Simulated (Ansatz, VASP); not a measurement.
# Ti3H2 in VASP and in Ansatz

```
CELL_PARAMETERS angstrom
2.98513 0.00000 0.00000
-1.49257 2.58520 0.00000
0.00000 0.00000 7.51086
ATOMIC_POSITIONS crystal
Ti 0.33333 0.66667 0.35107
Ti 0.66667 0.33333 0.64893
Ti 0.00000 0.00000 0.00000
H 0.33333 0.66667 0.09531
H 0.66667 0.33333 0.90469
```

Alike in both runs: functional PBE; k mesh 12 × 12 × 4; occupations gaussian, width 0.1 eV; no spin polarisation.

Ansatz relaxed the structure, and its values are those at the end. VASP's run is a single point on that final structure, the one shown.

```csv
,VASP,Ansatz
version,VASP 6.6.1,Ansatz 0.2.0
potentials or method,"VASP PAW PBE potentials, release 64 (Ti_sv, H), cutoff 520 eV","scalar-relativistic, plane waves, PAW"
valence electrons in the cell,38,38
```

VASP gave:

```
gap on the k mesh at the Fermi level (eV) : none
pressure (GPa)                            : -0.1
rms of the force components (eV/Å)        : 0.004
```

**Question.** What did Ansatz give for the same quantities?

**Answer.** gap on the k mesh at the Fermi level (eV): none; pressure (GPa): 0.0; rms of the force components (eV/Å): 0.000.

A gap of «none» marks a metal or a gap that the smearing closes.
